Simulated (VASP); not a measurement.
# NaH2 (P3m1) in VASP: relaxation of cell and atoms with PBE

Aim: the relaxation of cell and atoms of NaH2 with PBE.

Everything below comes from runs of VASP 6.6.1. Logs are shortened: lines on timing, memory, paths and dates and some standing lists are left out, and cuts for length are marked.

### Step 1. The cell of the first run

It takes space group P3m1 (No. 156, trigonal). The conventional cell has a = 2.704 Å, b = 2.704 Å, c = 5.423 Å, α = 90.00°, β = 90.00°, γ = 120.00°. Within 2.2 Å of Na (site symmetry 3m) lie 1 H at 1.63 Å. H (site symmetry 3m) has 3 H at 1.59 Å within 2.1 Å. Within 2.1 Å of H (site symmetry 3m) lie 3 H at 1.59 Å and 1 Na at 1.63 Å.

The cell was built from a structure type or drawn by symmetry, and may not be a known phase.

### Step 2. Relaxation of cell and atoms, PBE

The input, INCAR:

```
PREC = Accurate ; ENCUT = 500
EDIFF = 1E-7 ; ISMEAR = 0
SIGMA = 0.1 ; LREAL = F
LASPH = T ; NELM = 120
ALGO = Normal ; ISIF = 3
LWAVE = F ; LCHARG = F
GGA = PE ; IBRION = 2
NSW = 90 ; EDIFFG = -0.04
GGA_COMPAT = F ; NELMIN = 4
```

The input, KPOINTS:

```
regular mesh
0
Gamma
  9 9 4
```

The input, POSCAR:

```
NaH2
1.0
    2.7041254300      0.0000000000      0.0000000000
   -1.3520627200      2.3418413200      0.0000000000
    0.0000000000      0.0000000000      5.4234913200
Na H
1 2
Direct
    0.0000000000      0.0000000000      0.5360423600
    0.3333333300      0.6666666700      0.8939953700
    0.0000000000      0.0000000000      0.8367542500
```

Potentials or basis: VASP PAW PBE potentials, release 64 (Na_pv, H).

Started as:

```console
cat potpaw_PBE.64/Na_pv/POTCAR potpaw_PBE.64/H/POTCAR > POTCAR
mpirun -np 1 vasp_std > vasp.out
```

OUTCAR:

```text
PREC = Accurate
   ENCUT = 500
   EDIFF = 1E-7
   ISMEAR = 0
   LREAL = F
   LASPH = T
   NELM = 120
   ISIF = 3
   GGA = PE
   IBRION = 2
   NSW = 90
   EDIFFG = -0.04
   NELMIN = 4

 ion  position               nearest neighbor table
   1  0.000  0.000  0.536-   3 1.63
   2  0.333  0.667  0.894-
   3  0.000  0.000  0.837-   1 1.63

  LATTYP: Found a hexagonal cell.
 ALAT       =     2.7041254300
 C/A-ratio  =     2.0056360034

  Lattice vectors:

 A1 = (   2.7041254300,   0.0000000000,   0.0000000000)
 A2 = (  -1.3520627200,   2.3418413200,   0.0000000000)
 A3 = (   0.0000000000,   0.0000000000,   5.4234913200)

Analysis of symmetry for initial positions (statically):
=====================================================================
 Subroutine PRICEL returns:
 Original cell was already a primitive cell.

 Routine SETGRP: Setting up the symmetry group for a
 hexagonal supercell.

 Subroutine GETGRP returns: Found  6 space group operations
 (whereof  6 operations were pure point group operations)
 out of a pool of 24 trial point group operations.

The static configuration has the point symmetry C_3v.

Analysis of symmetry for dynamics (positions and initial velocities):
=====================================================================
 Subroutine PRICEL returns:
 Original cell was already a primitive cell.

 Routine SETGRP: Setting up the symmetry group for a
 hexagonal supercell.

 Subroutine GETGRP returns: Found  6 space group operations
 (whereof  6 operations were pure point group operations)
 out of a pool of 24 trial point group operations.

The dynamic configuration has the point symmetry C_3v.

 Subroutine INISYM returns: Found  6 space group operations
 (whereof  6 operations are pure point group operations),
 and found     1 'primitive' translations

----------------------------------------------------------------------------------------

                                     Primitive cell

  volume of cell :      34.3450

  direct lattice vectors                    reciprocal lattice vectors
     2.704125430  0.000000000  0.000000000     0.369805331  0.213507208  0.000000000
    -1.352062720  2.341841320  0.000000000     0.000000000  0.427014414  0.000000000
     0.000000000  0.000000000  5.423491320     0.000000000  0.000000000  0.184383074

  length of vectors
     2.704125430  2.704125435  5.423491320     0.427014415  0.427014414  0.184383074

  position of ions in fractional coordinates (direct lattice)
     0.000000000  0.000000000  0.536042360
     0.333333330  0.666666670  0.893995370
     0.000000000  0.000000000  0.836754250

  ion indices of the primitive-cell ions
   primitive index   ion index
                 1           1
                 2           2
                 3           3

----------------------------------------------------------------------------------------

 KPOINTS: regular mesh

Automatic generation of k-mesh.
 Grid dimensions read from file:
 generate k-points for:    9    9    4

 Generating k-lattice:

  Cartesian coordinates                     Fractional coordinates (reciprocal lattice)
     0.041089481  0.023723023  0.000000000     0.111111111  0.000000000  0.000000000
     0.000000000  0.047446046  0.000000000     0.000000000  0.111111111  0.000000000
     0.000000000  0.000000000  0.046095768     0.000000000  0.000000000  0.250000000

  Length of vectors
     0.047446046  0.047446046  0.046095768

  Shift w.r.t. Gamma in fractional coordinates (k-lattice)
     0.000000000  0.000000000  0.000000000

 Subroutine IBZKPT returns following result:
 ===========================================

 Found     43 irreducible k-points:

 Following reciprocal coordinates:
            Coordinates               Weight
  0.000000  0.000000  0.000000      1.000000
  0.111111 -0.000000  0.000000      6.000000
  0.222222 -0.000000  0.000000      6.000000
  0.333333 -0.000000  0.000000      6.000000
  0.444444 -0.000000  0.000000      6.000000
  0.111111  0.111111  0.000000      6.000000
[... 16 lines left out ...]
  0.222222  0.111111  0.250000     12.000000
 -0.111111  0.333333  0.250000     12.000000
 [... further k-points ...]
   k-points           NKPTS =     43   k-points in BZ     NKDIM =     43   number of bands    NBANDS=      8
   number of dos      NEDOS =    301   number of ions     NIONS =      3
   total plane-waves  NPLWV =  16000
   dimension x,y,z NGX =    20 NGY =   20 NGZ =   40
   dimension x,y,z NGXF=    40 NGYF=   40 NGZF=   80
   ions per type =               1   2
   NGX,Y,Z   is equivalent  to a cutoff of  12.30, 12.30, 12.26 a.u.
   NGXF,Y,Z  is equivalent  to a cutoff of  24.59, 24.59, 24.52 a.u.
 SYSTEM =  unknown system
   PREC   = accura    normal or accurate (medium, high low for compatibility)
   ISTART =      0    job   : 0-new  1-cont  2-samecut
   ICHARG =      2    charge: 1-file 2-atom 10-const
   ISPIN  =      1    spin polarized calculation?
   LNONCOLLINEAR =      F non collinear calculations
   LSORBIT =      F    spin-orbit coupling
   LASPH  =      T    aspherical Exc in radial PAW
   ENCUT  =  500.0 eV  36.75 Ry    6.06 a.u.   4.93  4.93  9.89*2*pi/ulx,y,z
   NELM   =    120;   NELMIN=  4; NELMDL= -5     # of ELM steps
   EDIFF  = 0.1E-06   stopping-criterion for ELM
   LREAL  =      F    real-space projection
   EDIFFG = -.4E-01   stopping-criterion for IOM
   NSW    =     90    number of steps for IOM
   IBRION =      2    ionic relax: 0-MD 1-quasi-New 2-CG
   NFREE  =      1    steps in history (QN), initial steepest desc. (CG)
   ISIF   =      3    stress and relaxation
   ISYM   =      2    0-nonsym 1-usesym 2-fastsym
   POTIM  = 0.5000    time-step for ionic-motion
   TEBEG  =    0.0;   TEEND  =   0.0 temperature during run
   PSTRESS=    0.0 pullay stress
   NELECT =       9.0000    total number of electrons
   NUPDOWN=      -1.0000    fix difference up-down
   EMIN   =  10.00;   EMAX   =-10.00  energy-range for DOS
   EFERMI =   0.00;   METHOD = LEGACY
   ISMEAR =     0;   SIGMA  =   0.10  broadening in eV -4-tet -1-fermi 0-gaus
   EFERMI_NEDOS =   21; number of points for ismear=-14 and -15
   IALGO  =     38    algorithm
   IMIX   =      4    mixing-type and parameters
     AMIX     =   0.40;   BMIX     =  1.00
     AMIX_MAG =   1.60;   BMIX_MAG =  1.00
  volume/ion in A,a.u.               =      11.45        77.26
  Fermi-wavevector in a.u.,A,eV,Ry     =   1.047614  1.979703 14.932324  1.097495
  Thomas-Fermi vector in A             =   2.182501
   LORBIT       =      0    0 simple, 1 ext, 2 COOP (PROOUT), +10 PAW based schemes
   GGA     = PE    functional components
   LHFCALC =     F    Hartree Fock is set to
   AEXX    =    0.0000 exact exchange contribution
   IVDW    =     0    specifies the selected vdW correction
   LEPSILON=     F    determine dielectric tensor
   LRPA    =     F    only Hartree local field effects (RPA)
 conjugate gradient relaxation of ions
 non-spin polarized calculation
 Gauss-broadening in eV      SIGMA  =   0.10
  energy-cutoff  :      500.00
  volume of cell :       34.34
 maximum number of plane-waves:       900
   NGX =  9   NGY =  9   NGZ = 19

--------------------------------------- Ionic step        1  -------------------------------------------

 number of electron       8.9999982 magnetization

 Free energy of the ion-electron system (eV)
  ---------------------------------------------------
  ext. energy  EPLUGINS =         0.00000000
  ---------------------------------------------------
  free energy    TOTEN  =        -4.74634798 eV

  energy without entropy =       -4.73499669  energy(sigma->0) =       -4.74067233

------------------------ aborting loop because EDIFF is reached ----------------------------------------

  FORCE on cell =-STRESS in cart. coord.  units (eV):
  Direction    XX          YY          ZZ          XY          YZ          ZX
  --------------------------------------------------------------------------------------
  -------------------------------------------------------------------------------------
  Total        1.5074764      1.5074764      2.9062285     -0.0000000      0.0000000      0.0000000
  in kB       70.3230758     70.3230759    135.5742155     -0.0000002      0.0000000      0.0000000
  external PRESSURE =      92.0734558 kB  Pullay stress =       0.0000000 kB
[... 92 lines left out ...]
  FREE ENERGIE OF THE ION-ELECTRON SYSTEM (eV)
  ---------------------------------------------------
  free  energy   TOTEN  =        -5.3421448943 eV

  energy  without entropy=       -5.3286443306  energy(sigma->0) =       -5.33539461

 E-fermi :  -0.3032     XC(G=0):  -7.2846

 val. band max:       -0.3097883491   @ k =   0.3333   0.1111   0.5000
 cond. band min:      -0.2882220534   @ k =   0.2222   0.2222   0.0000
 fundamental gap:      0.0215662957
 Fermi energy:        -0.3032429252

 k-point     1 :       0.0000    0.0000    0.0000
  band No.  band energies     occupation
      1     -24.4279      2.00000
      2     -24.4278      2.00000
      3     -24.3355      2.00000
      4      -6.2343      2.00000
      5       2.3016      0.00000
      6       3.5262      0.00000
      7       7.2316      0.00000
      8      12.3224      0.00000
[... 243 lines left out ...]
 k-point    24 :      -0.1111    0.3333    0.2500
  band No.  band energies     occupation
      1     -24.4711      2.00000
      2     -24.4407      2.00000
      3     -24.3387      2.00000
      4      -4.6300      2.00000
      5       0.5017      0.00000
      6       3.0377      0.00000
      7       6.4503      0.00000
      8       9.8622      0.00000

 [... further k-points ...]

[... ionic steps 4 to 32 ...]

--------------------------------------- Ionic step       33  -------------------------------------------

 number of electron       8.9999976 magnetization

------------------------ aborting loop because EDIFF is reached ----------------------------------------
[... 69 lines left out ...]
--------------------------------------- Ionic step       35  -------------------------------------------

 number of electron       8.9999970 magnetization

 Free energy of the ion-electron system (eV)
  ---------------------------------------------------
  ext. energy  EPLUGINS =         0.00000000
  ---------------------------------------------------
  free energy    TOTEN  =        -6.02386215 eV

  energy without entropy =       -6.01986195  energy(sigma->0) =       -6.02186205

 E-fermi :   0.3306     XC(G=0):  -7.4945

 val. band max:        0.1241451672   @ k =   0.2222   0.2222   0.0000
 cond. band min:       0.3442117019   @ k =   0.3333   0.1111   0.5000
 fundamental gap:      0.2200665347
 Fermi energy:         0.3305578716

 k-point     1 :       0.0000    0.0000    0.0000
  band No.  band energies     occupation
      1     -24.2289      2.00000
      2     -24.2289      2.00000
      3     -24.1202      2.00000
      4      -6.2549      2.00000
      5       3.3124      0.00000
      6       4.8388      0.00000
      7       6.4582      0.00000
      8      12.7496      0.00000
[... 243 lines left out ...]
 k-point    24 :      -0.1111    0.3333    0.2500
  band No.  band energies     occupation
      1     -24.2767      2.00000
      2     -24.2430      2.00000
      3     -24.1286      2.00000
      4      -4.5599      2.00000
      5       1.4932      0.00000
      6       2.8357      0.00000
      7       7.1038      0.00000
      8      10.4288      0.00000

 [... further k-points ...]

------------------------ aborting loop because EDIFF is reached ----------------------------------------

  FORCE on cell =-STRESS in cart. coord.  units (eV):
  Direction    XX          YY          ZZ          XY          YZ          ZX
  --------------------------------------------------------------------------------------
  -------------------------------------------------------------------------------------
  Total       -0.0258550     -0.0258550      0.0203882      0.0000000     -0.0000000     -0.0000000
  in kB       -1.1094146     -1.1094146      0.8748419      0.0000000     -0.0000000     -0.0000000
  external PRESSURE =      -0.4479957 kB  Pullay stress =       0.0000000 kB
[... 18 lines left out ...]
  FREE ENERGIE OF THE ION-ELECTRON SYSTEM (eV)
  ---------------------------------------------------
  free  energy   TOTEN  =        -6.0238621485 eV

  energy  without entropy=       -6.0198619453  energy(sigma->0) =       -6.02186205

 reached required accuracy - stopping structural energy minimisation
```

It took 4.1 min on 1 thread of Intel Xeon Platinum 8488C (Sapphire Rapids), shared host; peak memory 0.14 GiB.

Results:

| Quantity | Value |
| --- | --- |
| Free energy | -6.0239 eV |
| Relaxed volume | 12.45 Å³/atom |
| Relaxed cell | a = 3.349 Å, b = 3.349 Å, c = 3.845 Å, α = 90.00°, β = 90.00°, γ = 120.00° |
| Space group after relaxing (to 0.1 Å) | P-6m2 (No. 187) |
| Energy gained by relaxing | 425.8 meV/atom |
| Ionic steps | 35 |
| Pressure after relaxing | 0.0 GPa |
| Largest force after relaxing | 0.032 eV/Å |
| Band gap on the k mesh | zero (an odd number of electrons rules out a gap without spin polarisation) |

Forces on the atoms (eV/Å):
```
Na   0.000  0.000 -0.023
H    0.000  0.000 -0.009
H    0.000  0.000  0.032
```

The path:
| step | energy change (eV) | largest force (eV/Å) | pressure (GPa) | volume (Å³) |
| --- | --- | --- | --- | --- |
| 1 | 0.0000 | 3.1522 | 9.21 | 34.34 |
| 2 | -0.5471 | 0.8238 | 2.55 | 37.71 |
| 3 | -0.5958 | 0.4656 | 1.40 | 38.75 |
| 4 | -0.6123 | 0.1498 | -0.30 | 40.88 |
| 5 | -0.6165 | 0.1905 | 0.12 | 40.25 |
| 6 | -0.6166 | 0.2071 | 0.21 | 40.13 |
| 7 | -0.6406 | 0.1798 | -0.11 | 40.33 |
| 8 | -0.7033 | 0.1028 | -0.88 | 40.86 |
| 9 | -0.8101 | 0.3621 | -1.56 | 41.51 |
| 10 | -0.8914 | 2.1899 | 1.99 | 40.88 |
| 11 | -0.8908 | 1.3220 | 0.10 | 41.42 |
| 12 | -0.9062 | 1.8490 | 1.12 | 41.13 |
| 13 | -0.9135 | 1.8521 | 1.12 | 41.21 |
| 14 | -0.9335 | 1.8592 | 1.14 | 41.44 |
| 15 | -0.9654 | 1.8691 | 1.22 | 41.86 |
| 16 | -0.9793 | 1.8340 | 1.62 | 42.57 |
| 17 | -1.0160 | 1.6061 | 1.27 | 42.71 |
| 18 | -1.0961 | 0.9955 | 0.38 | 43.12 |
| 19 | -1.1449 | 0.2937 | -0.77 | 43.95 |
| 20 | -1.1458 | 0.2982 | -0.69 | 43.86 |
| 21 | -1.1503 | 0.2921 | -0.72 | 43.73 |
| 22 | -1.1627 | 0.2747 | -0.81 | 43.34 |
| 23 | -1.1824 | 0.2435 | -0.94 | 42.56 |
| 24 | -1.2019 | 0.1981 | -1.23 | 40.99 |
| 25 | -1.2162 | 0.1790 | -0.90 | 39.90 |
| 26 | -1.2423 | 0.2052 | 0.41 | 36.72 |
| 27 | -1.2439 | 0.2112 | 1.16 | 35.41 |
| 28 | -1.2540 | 0.1614 | 1.27 | 34.86 |
| 29 | -1.2609 | 0.0687 | 1.69 | 33.81 |
| 30 | -1.2708 | 0.0363 | 0.51 | 35.15 |
| 31 | -1.2713 | 0.0531 | 0.04 | 35.71 |
| 32 | -1.2750 | 0.0202 | -0.06 | 36.33 |
| 33 | -1.2767 | 0.1131 | -0.09 | 37.21 |
| 34 | -1.2751 | 0.1187 | 0.06 | 37.56 |
| 35 | -1.2775 | 0.0323 | -0.04 | 37.34 |

Final structure:
```
Na H
1.0
     3.34875    0.00000    0.00000
    -1.67438    2.90010    0.00000
     0.00000    0.00000    3.84472
Na H
1 2
Direct
  0.00000 0.00000 0.42156
  0.33333 0.66667 0.92439
  0.00000 0.00000 0.92084
```

Levels at points of the mesh, in eV from the Fermi level:
```tsv
k point	band 1	band 2	band 3	band 4	band 5	band 6	band 7	band 8
(0.00, 0.00, 0.00)	-24.56	-24.56	-24.45	-6.59	2.98	4.51	6.13	12.42
(0.00, 0.00, 0.50)	-24.56	-24.56	-24.48	-5.66	-0.51	4.22	12.60	13.72
```

Caveat: a cell axis changed by over 15 % at a fixed basis, so the end point is rough.
